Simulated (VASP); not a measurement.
# ZrC (P6_3/mmc) in VASP: a series of runs, part 2 of 2

VASP 6.6.1. Earlier steps stand in the parts before.

## 4. Single point, PBEsol

This run uses another cell than the first one, of 12.71 Å³/atom.

File INCAR:

```
ALGO = Normal
EDIFF = 1E-7
ENCUT = 520
GGA = PS
ISIF = 2
ISMEAR = -1
LASPH = True
LCHARG = False
LREAL = False
LWAVE = False
NBANDS = 24
NELM = 100
PREC = Accurate
SIGMA = 0.05
```

File KPOINTS:

```
k-points
0
Gamma
  9 9 5
```

File POSCAR:

```
ZrC
1.0
    3.3378700302      0.0000000000      0.0000000000
   -1.6689350151      2.8906802407      0.0000000000
    0.0000000000      0.0000000000      5.2691612270
Zr C
2 2
Direct
    0.6666666667      0.3333333333      0.7500000000
    0.3333333333      0.6666666667      0.2500000000
    0.0000000000      0.0000000000      0.5000000000
    0.0000000000      0.0000000000      0.0000000000
```

Potentials or basis: VASP PAW PBE potentials, release 64 (Zr_sv, C).

On the command line:

```console
$ cat potpaw_PBE.64/Zr_sv/POTCAR potpaw_PBE.64/C/POTCAR > POTCAR
$ mpirun -np 1 vasp_std > vasp.out
```

OUTCAR:

```text
EDIFF = 1E-7
   ENCUT = 520
   GGA = PS
   ISIF = 2
   ISMEAR = -1
   LASPH = True
   LREAL = False
   NELM = 100
   PREC = Accurate

 ion  position               nearest neighbor table
   1  0.667  0.333  0.750-   3 2.33   4 2.33   3 2.33   4 2.33   3 2.33   4 2.33   2 3.26   2 3.26
                             2 3.26   2 3.26   2 3.26   2 3.26
   2  0.333  0.667  0.250-   3 2.33   4 2.33   3 2.33   4 2.33   3 2.33   4 2.33   1 3.26   1 3.26
                             1 3.26   1 3.26   1 3.26   1 3.26
   3  0.000  0.000  0.500-   1 2.33   2 2.33   1 2.33   2 2.33   1 2.33   2 2.33
   4  0.000  0.000  0.000-   1 2.33   2 2.33   1 2.33   2 2.33   1 2.33   2 2.33

  LATTYP: Found a hexagonal cell.
 ALAT       =     3.3378700302
 C/A-ratio  =     1.5785998794

  Lattice vectors:

 A1 = (   3.3378700302,   0.0000000000,   0.0000000000)
 A2 = (  -1.6689350151,   2.8906802407,   0.0000000000)
 A3 = (   0.0000000000,   0.0000000000,   5.2691612270)

Analysis of symmetry for initial positions (statically):
=====================================================================
 Subroutine PRICEL returns:
 Original cell was already a primitive cell.

 Routine SETGRP: Setting up the symmetry group for a
 hexagonal supercell.

 Subroutine GETGRP returns: Found 24 space group operations
 (whereof 12 operations were pure point group operations)
 out of a pool of 24 trial point group operations.

The static configuration has the point symmetry D_3d.
 The point group associated with its full space group is D_6h.

Analysis of symmetry for dynamics (positions and initial velocities):
=====================================================================
 Subroutine PRICEL returns:
 Original cell was already a primitive cell.

 Routine SETGRP: Setting up the symmetry group for a
 hexagonal supercell.

 Subroutine GETGRP returns: Found 24 space group operations
[... 125 lines left out ...]
   IALGO  =     38    algorithm
   IMIX   =      4    mixing-type and parameters
     AMIX     =   0.40;   BMIX     =  1.00
     AMIX_MAG =   1.60;   BMIX_MAG =  1.00
  volume/ion in A,a.u.               =      12.71        85.77
  Fermi-wavevector in a.u.,A,eV,Ry     =   1.402990  2.651266 26.781440  1.968380
  Thomas-Fermi vector in A             =   2.525696
   LORBIT       =      0    0 simple, 1 ext, 2 COOP (PROOUT), +10 PAW based schemes
   GGA     = PS    functional components
   LHFCALC =     F    Hartree Fock is set to
   AEXX    =    0.0000 exact exchange contribution
   IVDW    =     0    specifies the selected vdW correction
   LEPSILON=     F    determine dielectric tensor
   LRPA    =     F    only Hartree local field effects (RPA)
 non-spin polarized calculation
  energy-cutoff  :      520.00
  volume of cell :       50.84
 maximum number of plane-waves:      1387
 NGX is ok and might be reduce to    28
   NGX = 13   NGY = 13   NGZ = 19

 number of electron      32.0000000 magnetization

 Free energy of the ion-electron system (eV)
  ---------------------------------------------------
  ext. energy  EPLUGINS =         0.00000000
  ---------------------------------------------------
  free energy    TOTEN  =       -40.49847954 eV

  energy without entropy =      -40.49287839  energy(sigma->0) =      -40.49567897

 E-fermi :  10.0049     XC(G=0): -12.3810

 val. band max:        9.9862720923   @ k =   0.3333   0.2222   0.0000
 cond. band min:      10.0465686448   @ k =   0.1111   0.1111   0.2000
 fundamental gap:      0.0602965525
 Fermi energy:        10.0049200061

 k-point     1 :       0.0000    0.0000    0.0000
  band No.  band energies     occupation
      1     -38.0724      2.00000
      2     -37.9433      2.00000
      3     -16.7406      2.00000
      4     -15.9354      2.00000
      5     -15.9354      2.00000
      6     -15.8324      2.00000
[... 637 lines left out ...]
     23      17.5500      0.00000
     24      17.5505      0.00000

 [... further k-points ...]

------------------------ aborting loop because EDIFF is reached ----------------------------------------

  FORCE on cell =-STRESS in cart. coord.  units (eV):
  Direction    XX          YY          ZZ          XY          YZ          ZX
  --------------------------------------------------------------------------------------
  -------------------------------------------------------------------------------------
  Total        0.1224649      0.1224649      0.1173373      0.0000000     -0.0000000      0.0000000
  in kB        3.8593255      3.8593255      3.6977355      0.0000000     -0.0000000      0.0000000
  external PRESSURE =       3.8054622 kB  Pullay stress =       0.0000000 kB

 VOLUME and BASIS-vectors are now :
 -----------------------------------------------------------------------------
  energy-cutoff  :      520.00
  volume of cell :       50.84
      direct lattice vectors                 reciprocal lattice vectors
     3.337870030  0.000000000  0.000000000     0.299592252  0.172969667  0.000000000
    -1.668935015  2.890680241  0.000000000     0.000000000  0.345939335  0.000000000
     0.000000000  0.000000000  5.269161227     0.000000000  0.000000000  0.189783527

 POSITION                                       TOTAL-FORCE (eV/Angst)
 -----------------------------------------------------------------------------------
      1.66894      0.96356      3.95187         0.000000      0.000000      0.000000
     -0.00000      1.92712      1.31729        -0.000000     -0.000000      0.000000
      0.00000      0.00000      2.63458        -0.000000      0.000000      0.000000
      0.00000      0.00000      0.00000        -0.000000      0.000000      0.000000
 -----------------------------------------------------------------------------------
    total drift:                               -0.000000      0.000000     -0.000000

  FREE ENERGIE OF THE ION-ELECTRON SYSTEM (eV)
  ---------------------------------------------------
  free  energy   TOTEN  =       -40.4984795427 eV

  energy  without entropy=      -40.4928783909  energy(sigma->0) =      -40.49567897
```

OSZICAR:

```text
N       E                     dE             d eps       ncg     rms          rms(c)
DAV:   1     0.253135112252E+03    0.25314E+03   -0.17077E+04  1728   0.135E+03
DAV:   2    -0.256270751935E+02   -0.27876E+03   -0.26321E+03  2112   0.371E+02
DAV:   3    -0.459742761720E+02   -0.20347E+02   -0.20106E+02  3152   0.817E+01
DAV:   4    -0.466780789900E+02   -0.70380E+00   -0.70344E+00  2072   0.143E+01
DAV:   5    -0.466999919140E+02   -0.21913E-01   -0.21912E-01  2728   0.192E+00    0.312E+01
DAV:   6    -0.409016510953E+02    0.57983E+01   -0.30252E+01  2032   0.279E+01    0.126E+01
DAV:   7    -0.405325044409E+02    0.36915E+00   -0.25258E+00  2464   0.803E+00    0.886E+00
DAV:   8    -0.405325425689E+02   -0.38128E-04   -0.48492E-01  2008   0.376E+00    0.182E+00
DAV:   9    -0.404985408216E+02    0.34002E-01   -0.16418E-01  2376   0.160E+00    0.632E-01
DAV:  10    -0.404992627518E+02   -0.72193E-03   -0.89249E-03  2232   0.645E-01    0.318E-01
DAV:  11    -0.404984852143E+02    0.77754E-03   -0.24085E-03  2384   0.237E-01    0.595E-02
DAV:  12    -0.404984803316E+02    0.48826E-05   -0.10172E-04  2176   0.601E-02    0.109E-02
DAV:  13    -0.404984808404E+02   -0.50878E-06   -0.90004E-06  2184   0.181E-02    0.789E-03
DAV:  14    -0.404984796100E+02    0.12304E-05   -0.24139E-06  1984   0.853E-03    0.319E-03
DAV:  15    -0.404984795427E+02    0.67290E-07   -0.16000E-07  1664   0.262E-03
   1 F= -.40498480E+02 E0= -.40495679E+02  d E =-.560115E-02
```

Run time: 81 s. Hardware: 1 thread of Intel Xeon 8259CL, shared host; peak memory 0.19 GiB.

What came out:

* Free energy: -40.4985 eV
* Pressure: 0.4 GPa
* Band gap on the k mesh: zero (bands 16 and 17 overlap by 1.00 eV)

Levels at points of the mesh, in eV from the Fermi level:
| k point | band 12 | band 13 | band 14 | band 15 | band 16 | band 17 | band 18 | band 19 | band 20 | band 21 |
| --- | --- | --- | --- | --- | --- | --- | --- | --- | --- | --- |
| (0.00, 0.00, 0.00) | -2.81 | -2.81 | -1.07 | -1.07 | 0.90 | 1.28 | 1.28 | 1.78 | 1.78 | 2.33 |

Caveat: the PAW data sets were made with another functional, which shifts forces and pressure a little.

## 5. Relaxation of cell and atoms, PBEsol

This run uses another cell than the first one, of 13.17 Å³/atom.

File INCAR:

```
PREC = Accurate ; ENCUT = 600
EDIFF = 1E-6 ; ISMEAR = -1
SIGMA = 0.05 ; LREAL = F
LASPH = T ; NELM = 80
ALGO = Normal ; ISIF = 3
LWAVE = F ; LCHARG = F
GGA = PS ; IBRION = 2
NSW = 60 ; EDIFFG = -0.01
```

File KPOINTS:

```
regular mesh
0
Gamma
  9 9 5
```

File POSCAR:

```
ZrC
1.0
    3.3914762718      0.0000000000      0.0000000000
   -1.6957381359      2.9371046077      0.0000000000
    0.0000000000      0.0000000000      5.2900530000
Zr C
2 2
Direct
    0.6666666667      0.3333333333      0.7500000000
    0.3333333333      0.6666666667      0.2500000000
    0.0000000000      0.0000000000      0.5000000000
    0.0000000000      0.0000000000      0.0000000000
```

Potentials or basis: VASP PAW PBE potentials, release 64 (Zr_sv, C).

On the command line:

```console
$ cat potpaw_PBE.64/Zr_sv/POTCAR potpaw_PBE.64/C/POTCAR > POTCAR
$ mpirun -np 1 vasp_std > vasp.out
```

OUTCAR:

```text
PREC = Accurate
   ENCUT = 600
   EDIFF = 1E-6
   ISMEAR = -1
   LREAL = F
   LASPH = T
   NELM = 80
   ISIF = 3
   GGA = PS
   IBRION = 2
   NSW = 60
   EDIFFG = -0.01

 ion  position               nearest neighbor table
   1  0.667  0.333  0.750-   3 2.36   4 2.36   3 2.36   4 2.36   3 2.36   4 2.36   2 3.29   2 3.29
                             2 3.29   2 3.29   2 3.29   2 3.29
   2  0.333  0.667  0.250-   3 2.36   4 2.36   3 2.36   4 2.36   3 2.36   4 2.36   1 3.29   1 3.29
                             1 3.29   1 3.29   1 3.29   1 3.29
   3  0.000  0.000  0.500-   1 2.36   2 2.36   2 2.36   1 2.36   1 2.36   2 2.36
   4  0.000  0.000  0.000-   1 2.36   2 2.36   2 2.36   1 2.36   1 2.36   2 2.36

  LATTYP: Found a hexagonal cell.
 ALAT       =     3.3914762718
 C/A-ratio  =     1.5598083478

  Lattice vectors:

 A1 = (   3.3914762718,   0.0000000000,   0.0000000000)
[... 303 lines left out ...]
 cond. band min:      10.0340530329   @ k =   0.1111   0.1111   0.2000
 fundamental gap:      0.0611168664
 Fermi energy:        10.0052256588

 k-point     1 :       0.0000    0.0000    0.0000
  band No.  band energies     occupation
      1     -38.0811      2.00000
      2     -37.9482      2.00000
      3     -16.7536      2.00000
      4     -15.9532      2.00000
      5     -15.9532      2.00000
      6     -15.8451      2.00000
[... 618 lines left out ...]
--------------------------------------- Ionic step        6  -------------------------------------------

 number of electron      32.0000000 magnetization

 Free energy of the ion-electron system (eV)
  ---------------------------------------------------
  ext. energy  EPLUGINS =         0.00000000
  ---------------------------------------------------
  free energy    TOTEN  =       -40.50196933 eV

  energy without entropy =      -40.49651157  energy(sigma->0) =      -40.49924045

 E-fermi :   9.9907     XC(G=0): -12.3746

 val. band max:        9.9770433859   @ k =   0.3333   0.2222   0.0000
 cond. band min:      10.0329172862   @ k =   0.1111   0.1111   0.2000
 fundamental gap:      0.0558739003
 Fermi energy:         9.9906899562

 k-point     1 :       0.0000    0.0000    0.0000
  band No.  band energies     occupation
      1     -38.0930      2.00000
      2     -37.9653      2.00000
      3     -16.7572      2.00000
      4     -15.9557      2.00000
      5     -15.9557      2.00000
      6     -15.8538      2.00000
[... 574 lines left out ...]
  FREE ENERGIE OF THE ION-ELECTRON SYSTEM (eV)
  ---------------------------------------------------
  free  energy   TOTEN  =       -40.5019693313 eV

  energy  without entropy=      -40.4965115735  energy(sigma->0) =      -40.49924045

 reached required accuracy - stopping structural energy minimisation
```

CONTCAR:

```text
ZrC
   1.00000000000000
     3.3379423722416219    0.0000000000000000   -0.0000000000000000
    -1.6689711861208110    2.8907428907193151    0.0000000000000000
     0.0000000000000000   -0.0000000000000000    5.2756200940259381
  Zr              C
     2     2
Direct
     0.6666666667000030    0.3333333332999970    0.7500000000000000
     0.3333333332999970    0.6666666667000030    0.2500000000000000
     0.0000000000000000    0.0000000000000000    0.5000000000000000
     0.0000000000000000    0.0000000000000000    0.0000000000000000

  0.00000000E+00  0.00000000E+00  0.00000000E+00
  0.00000000E+00  0.00000000E+00  0.00000000E+00
  0.00000000E+00  0.00000000E+00  0.00000000E+00
  0.00000000E+00  0.00000000E+00  0.00000000E+00
```

Run time: 4.7 min. Hardware: 1 thread of Intel Xeon 8259CL, shared host; peak memory 0.21 GiB.

What came out:

* Free energy: -40.5020 eV
* Relaxed volume: 12.73 Å³/atom
* Relaxed cell: a = 3.338 Å, b = 3.338 Å, c = 5.276 Å, α = 90.00°, β = 90.00°, γ = 120.00°
* Space group after relaxing (to 0.1 Å): P6_3/mmc (No. 194)
* Energy gained by relaxing: 11.4 meV/atom
* Ionic steps: 6
* Pressure after relaxing: 0.0 GPa
* Band gap on the k mesh: zero (bands 16 and 17 overlap by 1.00 eV)

The path:
| step | energy change (eV) | largest force (eV/Å) | pressure (GPa) | volume (Å³) |
| --- | --- | --- | --- | --- |
| 1 | 0.0000 | 0.0000 | -7.56 | 52.69 |
| 2 | 0.0786 | 0.0000 | 14.84 | 48.10 |
| 3 | -0.0445 | 0.0000 | -0.08 | 50.91 |
| 4 | -0.0445 | 0.0000 | 0.09 | 50.88 |
| 5 | -0.0453 | 0.0000 | 0.06 | 50.89 |
| 6 | -0.0457 | 0.0000 | 0.01 | 50.91 |

Final structure:
```cif
data_structure
_symmetry_space_group_name_H-M 'P 1'
_symmetry_Int_Tables_number 1
_cell_length_a 3.3379
_cell_length_b 3.3379
_cell_length_c 5.2756
_cell_angle_alpha 90.000
_cell_angle_beta 90.000
_cell_angle_gamma 120.000
_cell_volume 50.91
loop_
_atom_site_label
_atom_site_type_symbol
_atom_site_fract_x
_atom_site_fract_y
_atom_site_fract_z
_atom_site_occupancy
Zr1 Zr 0.66667 0.33333 0.75000 1
Zr2 Zr 0.33333 0.66667 0.25000 1
C1 C 0.00000 0.00000 0.50000 1
C2 C 0.00000 0.00000 0.00000 1
```

Caveat: the PAW data sets were made with another functional, which shifts forces and pressure a little.

## 6. Overview

```tsv
task	cell	cutoff (eV)	gap on the mesh (eV)	pressure (GPa)
single point	a = 3.329, b = 3.329, c = 5.254 Å, angles 90.0, 90.0, 120.0°, 4 atoms	520	none	2.4
single point	a = 3.316, b = 3.316, c = 5.231 Å, angles 90.0, 90.0, 120.0°, 4 atoms	520	none	5.4
single point	a = 3.338, b = 3.338, c = 5.269 Å, angles 90.0, 90.0, 120.0°, 4 atoms	520	none	0.4
relaxation of cell and atoms	relaxed from a = 3.391, b = 3.391, c = 5.290 Å, angles 90.0, 90.0, 120.0°, 4 atoms	600	none	0.0
```

Alike in all rows: level PBEsol; potentials or basis VASP PAW PBE potentials, release 64 (Zr_sv, C); no spin polarisation; k mesh 9 × 9 × 5; smearing fermi-dirac 0.05 eV.

Caveats: the PAW data sets were made with another functional, which shifts forces and pressure a little; the cell stands under pressure (at least some runs).

Total energies depend on the potentials used, so only differences within one code and one set of settings carry meaning.

The gap in the log of VASP goes by the Fermi energy; the results here count the filled bands.